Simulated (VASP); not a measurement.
# Hf2Si (I4/mcm) in VASP: single point with r2SCAN

Aim: the single point of Hf2Si with r2SCAN.

Program: VASP 6.6.1. These are calculated values, not measurements. Logs are shortened: lines on timing, memory, paths and dates and some standing lists are left out, and cuts for length are marked.

### 1 The cell of the first run

It takes space group I4/mcm (No. 140, tetragonal). The conventional cell has a = 6.502 Å, b = 6.502 Å, c = 5.125 Å, α = 90.00°, β = 90.00°, γ = 90.00°. Hf (site symmetry m2m) has 4 Si at 2.77 Å and 11 Hf at 2.88 to 3.47 Å within 3.6 Å. Within 3.4 Å of Si (site symmetry 422) lie 2 Si at 2.56 Å and 8 Hf at 2.77 Å.

### 2 Single point, r2SCAN

File POSCAR:

```
Hf2Si
1.0
   -3.2510378152      3.2510378152      2.5626571740
    3.2510378152     -3.2510378152      2.5626571740
    3.2510378152      3.2510378152     -2.5626571740
Hf Si
4 2
Direct
    0.8435304014      0.6564695986      0.5000000000
    0.3435304014      0.8435304014      0.1870608027
    0.1564695986      0.3435304014      0.5000000000
    0.6564695986      0.1564695986      0.8129391973
    0.7500000000      0.7500000000      0.0000000000
    0.2500000000      0.2500000000      0.0000000000
```

File INCAR.step1:

```
SYSTEM = Hf2Si
PREC = Accurate
ENCUT = 520
ISMEAR = 0
SIGMA = 0.1
LREAL = .False.
LASPH = .True.
NELM = 100
NBANDS = 33
GGA = PE
ALGO = Normal
EDIFF = 1E-4
LWAVE = .True.
LCHARG = .False.
```

File INCAR.step2:

```
SYSTEM = Hf2Si
PREC = Accurate
ENCUT = 520
EDIFF = 1E-6
ISMEAR = 0
SIGMA = 0.1
LREAL = .False.
LASPH = .True.
NELM = 100
ALGO = Normal
ISIF = 2
LWAVE = .False.
LCHARG = .False.
METAGGA = R2SCAN
LMIXTAU = .True.
NBANDS = 33
ISTART = 1
```

File KPOINTS:

```
regular mesh
0
Gamma
  10 10 10
  0 0 0
```

Potentials or basis: VASP PAW PBE potentials, release 64 (Hf_pv, Si).

Started as:

```sh
$ cat potpaw_PBE.64/Hf_pv/POTCAR potpaw_PBE.64/Si/POTCAR > POTCAR
$ cp INCAR.step1 INCAR
$ mpirun -np 1 vasp_std > vasp.out
$ cp INCAR.step2 INCAR
$ mpirun -np 1 vasp_std > vasp.out
```

OUTCAR:

```text
SYSTEM = Hf2Si
   PREC = Accurate
   ENCUT = 520
   EDIFF = 1E-6
   ISMEAR = 0
   LREAL = .False.
   LASPH = .True.
   NELM = 100
   ISIF = 2
   METAGGA = R2SCAN
   ISTART = 1

 ion  position               nearest neighbor table
   1  0.844  0.656  0.500-   6 2.77   6 2.77   5 2.77   5 2.77   3 2.88   3 3.09   3 3.09   4 3.27
                             2 3.27   4 3.27   2 3.27   4 3.47   2 3.47   2 3.47   4 3.47
   2  0.344  0.844  0.187-   5 2.77   6 2.77   6 2.77   5 2.77   4 2.88   4 3.09   4 3.09   1 3.27
                             3 3.27   3 3.27   1 3.27   1 3.47   3 3.47   1 3.47   3 3.47
   3  0.156  0.344  0.500-   5 2.77   5 2.77   6 2.77   6 2.77   1 2.88   1 3.09   1 3.09   4 3.27
                             2 3.27   4 3.27   2 3.27   4 3.47   2 3.47   4 3.47   2 3.47
   4  0.656  0.156  0.813-   5 2.77   6 2.77   6 2.77   5 2.77   2 2.88   2 3.09   2 3.09   1 3.27
                             3 3.27   3 3.27   1 3.27   1 3.47   3 3.47   1 3.47   3 3.47
   5  0.750  0.750  0.000-   6 2.56   6 2.56   2 2.77   4 2.77   4 2.77   2 2.77   3 2.77   3 2.77
                             1 2.77   1 2.77
   6  0.250  0.250  0.000-   5 2.56   5 2.56   2 2.77   4 2.77   4 2.77   2 2.77   1 2.77   1 2.77
                             3 2.77   3 2.77

  LATTYP: Found a body centered tetragonal cell.
 ALAT       =     6.5020756304
 C/A-ratio  =     0.7882581870

  Lattice vectors:

 A1 = (  -3.2510378152,   3.2510378152,   2.5626571740)
 A2 = (   3.2510378152,  -3.2510378152,   2.5626571740)
 A3 = (   3.2510378152,   3.2510378152,  -2.5626571740)

Analysis of symmetry for initial positions (statically):
=====================================================================
 Subroutine PRICEL returns:
 Original cell was already a primitive cell.

 Routine SETGRP: Setting up the symmetry group for a
 body centered tetragonal supercell.

 Subroutine GETGRP returns: Found 16 space group operations
 (whereof  8 operations were pure point group operations)
 out of a pool of 16 trial point group operations.

The static configuration has the point symmetry C_4h.
 The point group associated with its full space group is D_4h.

Analysis of symmetry for dynamics (positions and initial velocities):
=====================================================================
 Subroutine PRICEL returns:
 Original cell was already a primitive cell.

 Routine SETGRP: Setting up the symmetry group for a
 body centered tetragonal supercell.

 Subroutine GETGRP returns: Found 16 space group operations
 (whereof  8 operations were pure point group operations)
 out of a pool of 16 trial point group operations.

The dynamic configuration has the point symmetry C_4h.
 The point group associated with its full space group is D_4h.

 Subroutine INISYM returns: Found 16 space group operations
 (whereof  8 operations are pure point group operations),
 and found     1 'primitive' translations

----------------------------------------------------------------------------------------

                                     Primitive cell

  volume of cell :     108.3414

  direct lattice vectors                    reciprocal lattice vectors
    -3.251037815  3.251037815  2.562657174     0.000000000  0.153797042  0.195109984
     3.251037815 -3.251037815  2.562657174     0.153797042  0.000000000  0.195109984
     3.251037815  3.251037815 -2.562657174     0.153797042  0.153797042  0.000000000

  length of vectors
     5.263620954  5.263620954  5.263620954     0.248437992  0.248437992  0.217501863

  position of ions in fractional coordinates (direct lattice)
     0.843530401  0.656469599  0.500000000
     0.343530401  0.843530401  0.187060803
     0.156469599  0.343530401  0.500000000
     0.656469599  0.156469599  0.812939197
     0.750000000  0.750000000  0.000000000
     0.250000000  0.250000000  0.000000000

  ion indices of the primitive-cell ions
   primitive index   ion index
                 1           1
                 2           2
                 3           3
                 4           4
                 5           5
                 6           6

----------------------------------------------------------------------------------------

 KPOINTS: regular mesh

Automatic generation of k-mesh.
 Grid dimensions read from file:
 generate k-points for:   10   10   10

 Generating k-lattice:

  Cartesian coordinates                     Fractional coordinates (reciprocal lattice)
     0.000000000  0.015379704  0.019510998     0.100000000  0.000000000  0.000000000
     0.015379704  0.000000000  0.019510998     0.000000000  0.100000000  0.000000000
     0.015379704  0.015379704  0.000000000     0.000000000  0.000000000  0.100000000

  Length of vectors
     0.024843799  0.024843799  0.021750186

  Shift w.r.t. Gamma in fractional coordinates (k-lattice)
     0.000000000  0.000000000  0.000000000

 Subroutine IBZKPT returns following result:
 ===========================================

 Found    102 irreducible k-points:

 Following reciprocal coordinates:
            Coordinates               Weight
  0.000000  0.000000  0.000000      1.000000
  0.100000 -0.000000  0.000000      8.000000
  0.200000 -0.000000  0.000000      8.000000
  0.300000 -0.000000  0.000000      8.000000
  0.400000 -0.000000  0.000000      8.000000
  0.500000 -0.000000  0.000000      4.000000
[... 16 lines left out ...]
  0.300000  0.300000  0.000000      8.000000
  0.400000  0.300000  0.000000     16.000000
 [... further k-points ...]
   k-points           NKPTS =    102   k-points in BZ     NKDIM =    102   number of bands    NBANDS=     33
   number of dos      NEDOS =    301   number of ions     NIONS =      6
   total plane-waves  NPLWV =  64000
   dimension x,y,z NGX =    40 NGY =   40 NGZ =   40
   dimension x,y,z NGXF=    80 NGYF=   80 NGZF=   80
   ions per type =               4   2
   NGX,Y,Z   is equivalent  to a cutoff of  12.63, 12.63, 12.63 a.u.
   NGXF,Y,Z  is equivalent  to a cutoff of  25.27, 25.27, 25.27 a.u.
 SYSTEM =  Hf2Si
   PREC   = accura    normal or accurate (medium, high low for compatibility)
   ISTART =      1    job   : 0-new  1-cont  2-samecut
   ICHARG =      0    charge: 1-file 2-atom 10-const
   ISPIN  =      1    spin polarized calculation?
   LNONCOLLINEAR =      F non collinear calculations
   LSORBIT =      F    spin-orbit coupling
   LASPH  =      T    aspherical Exc in radial PAW
   ENCUT  =  520.0 eV  38.22 Ry    6.18 a.u.   9.79  9.79  9.79*2*pi/ulx,y,z
   NELM   =    100;   NELMIN=  2; NELMDL=  0     # of ELM steps
   EDIFF  = 0.1E-05   stopping-criterion for ELM
   LREAL  =      F    real-space projection
   EDIFFG = 0.1E-04   stopping-criterion for IOM
   NSW    =      0    number of steps for IOM
   IBRION =     -1    ionic relax: 0-MD 1-quasi-New 2-CG
   NFREE  =      0    steps in history (QN), initial steepest desc. (CG)
   ISIF   =      2    stress and relaxation
   ISYM   =      2    0-nonsym 1-usesym 2-fastsym
   POTIM  = 0.5000    time-step for ionic-motion
   TEBEG  =    0.0;   TEEND  =   0.0 temperature during run
   PSTRESS=    0.0 pullay stress
   NELECT =      48.0000    total number of electrons
   NUPDOWN=      -1.0000    fix difference up-down
   EMIN   =  10.00;   EMAX   =-10.00  energy-range for DOS
   EFERMI =   0.00;   METHOD = LEGACY
   ISMEAR =     0;   SIGMA  =   0.10  broadening in eV -4-tet -1-fermi 0-gaus
   EFERMI_NEDOS =   21; number of points for ismear=-14 and -15
   IALGO  =     38    algorithm
   IMIX   =      4    mixing-type and parameters
     AMIX     =   0.40;   BMIX     =  1.00
     AMIX_MAG =   1.60;   BMIX_MAG =  1.00
  volume/ion in A,a.u.               =      18.06       121.85
  Fermi-wavevector in a.u.,A,eV,Ry     =   1.248026  2.358428 21.192021  1.557570
  Thomas-Fermi vector in A             =   2.382132
   LORBIT       =      0    0 simple, 1 ext, 2 COOP (PROOUT), +10 PAW based schemes
   METAGGA = R2SCAN    functional components
   LHFCALC =     F    Hartree Fock is set to
   AEXX    =    0.0000 exact exchange contribution
   IVDW    =     0    specifies the selected vdW correction
   LEPSILON=     F    determine dielectric tensor
   LRPA    =     F    only Hartree local field effects (RPA)
 non-spin polarized calculation
 Gauss-broadening in eV      SIGMA  =   0.10
  energy-cutoff  :      520.00
  volume of cell :      108.34
 maximum number of plane-waves:      2934
   NGX = 19   NGY = 19   NGZ = 19

 number of electron      47.9999998 magnetization

 Free energy of the ion-electron system (eV)
  ---------------------------------------------------
  ext. energy  EPLUGINS =         0.00000000
  ---------------------------------------------------
  free energy    TOTEN  =      -202.88005789 eV

  energy without entropy =     -202.86993594  energy(sigma->0) =     -202.87499692

 E-fermi :   6.2246     XC(G=0): -12.5256

 val. band max:        6.2095669164   @ k =  -0.2000  -0.2000   0.1000
 cond. band min:       6.2339838712   @ k =  -0.2000  -0.2000   0.2000
 fundamental gap:      0.0244169549
 Fermi energy:         6.2245823353

 k-point     1 :       0.0000    0.0000    0.0000
  band No.  band energies     occupation
      1     -25.2092      2.00000
      2     -25.2003      2.00000
      3     -25.0565      2.00000
      4     -25.0565      2.00000
      5     -25.0277      2.00000
      6     -25.0277      2.00000
[... 25 lines left out ...]
     32       9.9868      0.00000
     33      11.0875      0.00000

 k-point     2 :       0.1000   -0.0000    0.0000
  band No.  band energies     occupation
      1     -25.2253      2.00000
      2     -25.2004      2.00000
      3     -25.0901      2.00000
      4     -25.0814      2.00000
      5     -24.9948      2.00000
      6     -24.9863      2.00000
[... 25 lines left out ...]
     32      10.4003      0.00000
     33      11.2463      0.00000

 k-point     3 :       0.2000   -0.0000    0.0000
  band No.  band energies     occupation
      1     -25.2568      2.00000
      2     -25.2163      2.00000
      3     -25.1206      2.00000
      4     -25.0733      2.00000
      5     -24.9520      2.00000
      6     -24.9401      2.00000
[... 25 lines left out ...]
     32      10.9259      0.00000
     33      11.2716      0.00000

 k-point     4 :       0.3000   -0.0000    0.0000
  band No.  band energies     occupation
      1     -25.2810      2.00000
      2     -25.2456      2.00000
      3     -25.1244      2.00000
      4     -25.0339      2.00000
      5     -24.9363      2.00000
      6     -24.9174      2.00000
[... 25 lines left out ...]
     32      10.5706      0.00000
     33      10.8703      0.00000

 k-point     5 :       0.4000   -0.0000    0.0000
  band No.  band energies     occupation
      1     -25.2904      2.00000
      2     -25.2710      2.00000
      3     -25.0948      2.00000
      4     -25.0091      2.00000
      5     -24.9416      2.00000
      6     -24.9026      2.00000
[... 604 lines left out ...]
 k-point    22 :      -0.2000    0.2000    0.0000
  band No.  band energies     occupation
      1     -25.2196      2.00000
      2     -25.1835      2.00000
      3     -25.0942      2.00000
      4     -25.0528      2.00000
      5     -25.0285      2.00000
      6     -25.0134      2.00000
[... 25 lines left out ...]
     32      10.7461      0.00000
     33      11.5955      0.00000

 k-point    23 :       0.3000    0.3000    0.0000
  band No.  band energies     occupation
      1     -25.3126      2.00000
      2     -25.1790      2.00000
      3     -25.1033      2.00000
      4     -25.0738      2.00000
      5     -24.9834      2.00000
      6     -24.9144      2.00000
[... 25 lines left out ...]
     32      10.5422      0.00000
     33      10.9636      0.00000

 k-point    24 :       0.4000    0.3000    0.0000
  band No.  band energies     occupation
      1     -25.2994      2.00000
      2     -25.1514      2.00000
      3     -25.1189      2.00000
      4     -25.0735      2.00000
      5     -24.9820      2.00000
      6     -24.9438      2.00000
[... 25 lines left out ...]
     32      10.8756      0.00000
     33      10.9667      0.00000

 [... further k-points ...]

------------------------ aborting loop because EDIFF is reached ----------------------------------------

  FORCE on cell =-STRESS in cart. coord.  units (eV):
  Direction    XX          YY          ZZ          XY          YZ          ZX
  --------------------------------------------------------------------------------------
  -------------------------------------------------------------------------------------
  Total        2.3841241      2.3841241      2.3326025      0.0000000      0.0000000      0.0000000
  in kB       35.2569627     35.2569627     34.4950497      0.0000000      0.0000000      0.0000000
  external PRESSURE =      35.0029917 kB  Pullay stress =       0.0000000 kB

 VOLUME and BASIS-vectors are now :
 -----------------------------------------------------------------------------
  energy-cutoff  :      520.00
  volume of cell :      108.34
      direct lattice vectors                 reciprocal lattice vectors
    -3.251037815  3.251037815  2.562657174     0.000000000  0.153797042  0.195109984
     3.251037815 -3.251037815  2.562657174     0.153797042  0.000000000  0.195109984
     3.251037815  3.251037815 -2.562657174     0.153797042  0.153797042  0.000000000

 POSITION                                       TOTAL-FORCE (eV/Angst)
 -----------------------------------------------------------------------------------
      1.01738      2.23366      2.56266        -0.009568      0.009568      0.000000
      2.23366     -1.01738      2.56266         0.009568      0.009568     -0.000000
      2.23366      1.01738      0.00000         0.009568     -0.009568      0.000000
      1.01738      4.26841     -0.00000        -0.009568     -0.009568      0.000000
      0.00000      0.00000      3.84399         0.000000     -0.000000      0.000000
      0.00000      0.00000      1.28133        -0.000000     -0.000000      0.000000
 -----------------------------------------------------------------------------------
    total drift:                                0.000000     -0.000000     -0.000000

  FREE ENERGIE OF THE ION-ELECTRON SYSTEM (eV)
  ---------------------------------------------------
  free  energy   TOTEN  =      -202.8800578943 eV

  energy  without entropy=     -202.8699359371  energy(sigma->0) =     -202.87499692
```

Run time: 15 min. Hardware: 1 thread of AMD EPYC 9R45 (Zen 5), shared host; peak memory 0.42 GiB.

Results:

```yaml
Free_energy: -202.8801 eV
Pressure: 3.5 GPa
Largest_force: 0.014 eV/Å
Band_gap_on_the_k_mesh: zero (bands 24 and 25 overlap by 0.87 eV)
```

Forces on the atoms (eV/Å):
```
Hf  -0.010  0.010  0.000
Hf   0.010  0.010  0.000
Hf   0.010 -0.010  0.000
Hf  -0.010 -0.010  0.000
Si   0.000  0.000  0.000
Si   0.000  0.000  0.000
```

Caveat: the cell stands under pressure; the PAW data sets were made with another functional, which shifts forces and pressure a little; spin-orbit coupling is left out, which moves the levels of the heavy elements.

The gap in the log of VASP goes by the Fermi energy; the results here count the filled bands.